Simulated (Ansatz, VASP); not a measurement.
**Two plane-wave programs on Hf**

```
Hf
1.0
    -1.80500    1.80500    1.80500
     1.80500   -1.80500    1.80500
     1.80500    1.80500   -1.80500
Hf
1
Direct
  0.00000 0.00000 0.00000
```

Alike in both runs: task single point; functional r2SCAN; k mesh 16 × 16 × 16; occupations gaussian, width 0.1 eV; no spin polarisation.

```csv
,VASP,Ansatz
version,VASP 6.6.1,Ansatz 0.2.0
potentials or method,"VASP PAW PBE potentials, release 64 (Hf_pv), cutoff 520 eV","scalar-relativistic, plane waves, PAW"
valence electrons in the cell,10,26
```

VASP gave:

```
gap on the k mesh at the Fermi level (eV) : none
pressure (GPa)                            : -5.9
```

Task: Which values does Ansatz return?

Result: gap on the k mesh at the Fermi level (eV): none; pressure (GPa): -5.5.

VASP's potentials were made for PBE, not for r2SCAN. A gap of «none» marks a metal or a gap that the smearing closes. The functional is the same, so the differences come from potentials, cutoffs and numerics. VASP's potentials hold 10 valence electrons a cell and Ansatz's 26, so a difference there can come from the potentials and not from the codes.

Neither program's run includes spin-orbit coupling.
